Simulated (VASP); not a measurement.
Write the native input for VASP 6.6.1 that does the following.

* Task: single point
* Functional: PBE-based screened hybrid
* Potentials or basis: VASP PAW PBE potentials, release 64 (Hf_pv)
* Cutoff: 520 eV
* k mesh: 5 × 5 × 5
* Occupations: fermi-dirac, width 0.05 eV
* Spin: no spin polarisation
* Dipole correction: no
* Grid for exact exchange (PRECFOCK): Normal
* Share of exact exchange: 0.25
* Further INCAR settings: ALGO = Normal; EDIFF = 1e-06; NBANDS = 11
* Screening parameter: 0.3 1/Å

Hf:

```
Hf
1.0
    -1.80500    1.80500    1.80500
     1.80500   -1.80500    1.80500
     1.80500    1.80500   -1.80500
Hf
1
Direct
  0.00000 0.00000 0.00000
```

The input as run:

POSCAR

```
Hf
1.0
   -1.8050000000      1.8050000000      1.8050000000
    1.8050000000     -1.8050000000      1.8050000000
    1.8050000000      1.8050000000     -1.8050000000
Hf
1
Direct
    0.0000000000      0.0000000000      0.0000000000
```

INCAR.step1

```
ALGO = Normal
EDIFF = 1E-5
ENCUT = 520
GGA = PE
ISIF = 2
ISMEAR = -1
LASPH = True
LCHARG = False
LREAL = False
LWAVE = True
NBANDS = 11
NELM = 60
PREC = Accurate
SIGMA = 0.05
```

INCAR.step2

```
AEXX = 0.25
ALGO = Normal
EDIFF = 1E-6
ENCUT = 520
GGA = PE
HFSCREEN = 0.3
ISIF = 2
ISMEAR = -1
ISTART = 1
LASPH = True
LCHARG = False
LHFCALC = True
LREAL = False
LWAVE = False
NBANDS = 11
NELM = 60
PREC = Accurate
PRECFOCK = Normal
SIGMA = 0.05
```

KPOINTS

```
k-points
0
Gamma
  5 5 5
```

Potentials or basis: VASP PAW PBE potentials, release 64 (Hf_pv).

Command:

```sh
$ cat potpaw_PBE.64/Hf_pv/POTCAR > POTCAR
$ cp INCAR.step1 INCAR
$ mpirun -np 1 vasp_std > vasp.out
$ cp INCAR.step2 INCAR
$ mpirun -np 1 vasp_std > vasp.out
```

It gave:

- Pressure: -5.6 GPa
- Band gap on the k mesh: zero (band 5 reaches 6.10 eV, above the bottom of band 6 at 3.39 eV)

Caveat: the k points lie up to 0.49 Å⁻¹ apart; the PAW data sets were made with another functional, which shifts forces and pressure a little; spin-orbit coupling is left out, which moves the levels of the heavy elements.

Run time: 4.5 min on 1 thread of AMD EPYC 9R45 (Zen 5), with other jobs on the host, peak memory 0.21 GiB.
